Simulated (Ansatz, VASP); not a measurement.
# Sn in VASP and in Ansatz

Contents of INCAR:

```
PREC     = Accurate       # precision mode
ENCUT    = 600            # plane-wave cutoff, eV
EDIFF    = 1E-7           # SCF threshold, eV
ISMEAR   = -1             # smearing method
SIGMA    = 0.05           # smearing width, eV
LREAL    = F              # projectors in reciprocal space
LASPH    = T              # aspherical terms in the spheres
NELM     = 100            # most SCF steps
ALGO     = Normal         # electronic algorithm
ISIF     = 3              # what is computed and relaxed
LWAVE    = F              # write WAVECAR
LCHARG   = F              # write CHGCAR
GGA      = RE             # functional
IVDW     = 13             # dispersion correction
IBRION   = 2              # ionic algorithm
NSW      = 60             # ionic steps
EDIFFG   = -0.01          # ionic threshold
```

File KPOINTS:

```
Automatic mesh
0
Gamma
  7 7 7
```

File POSCAR:

```
Sn
1.0
    0.0000000000      3.2333428000      3.2333428000
    3.2333428000      0.0000000000      3.2333428000
    3.2333428000      3.2333428000      0.0000000000
Sn
2
Direct
    0.7500000000      0.7500000000      0.7500000000
    0.5000000000      0.5000000000      0.5000000000
```

input.yaml

```yaml
crystal:
  lattice:
    - [0.0, 3.2333428, 3.2333428]
    - [3.2333428, 0.0, 3.2333428]
    - [3.2333428, 3.2333428, 0.0]
  atoms:
    - { symbol: Sn, position: [0.75, 0.75, 0.75] }
    - { symbol: Sn, position: [0.5, 0.5, 0.5] }
hamiltonian:
  xc: revpbe
  pseudopotentials: { kind: paw }
  dispersion: d4
kpoints:
  mp_grid: { grid: [7, 7, 7] }
scf:
  occupations: { method: fermi_dirac, width: 0.05 }
output:
  forces: true
  stress: true
  write_density: true
  write_potential: true
  elf: true
  volumetric_format: npy
relax:
  f_tol: 0.01
  max_steps: 40
  cell: { stress_tol: 0.05 }
```

Alike in both runs: task relaxation of cell and atoms; functional revPBE; dispersion D4; k mesh 7 × 7 × 7; occupations fermi-dirac, width 0.05 eV; no spin polarisation.

|  | VASP | Ansatz |
| --- | --- | --- |
| version | VASP 6.6.1 | Ansatz 0.2.0 |
| potentials or method | VASP PAW PBE potentials, release 64 (Sn_d) | Ansatz PAW |
| plane-wave cutoff (eV) | 600 | 420 |
| valence electrons in the cell | 28 | 28 |

```tsv
	VASP	Ansatz	Ansatz less VASP
gap on the k mesh at the Fermi level, each at its own relaxed structure (eV)	none	none	-
relaxed volume (Å³/atom)	35.41	35.43	+0.021
relaxed cell length with the largest relative difference (Å)	4.644	4.645	+0.0009
```

VASP's potentials were made for PBE, not for revPBE. A gap of «none» marks a metal or a gap that the smearing closes.

Noted on Ansatz's run: the plane-wave basis is chosen anew once the cell has moved, so the energies of steps on either side of that aren't comparable.
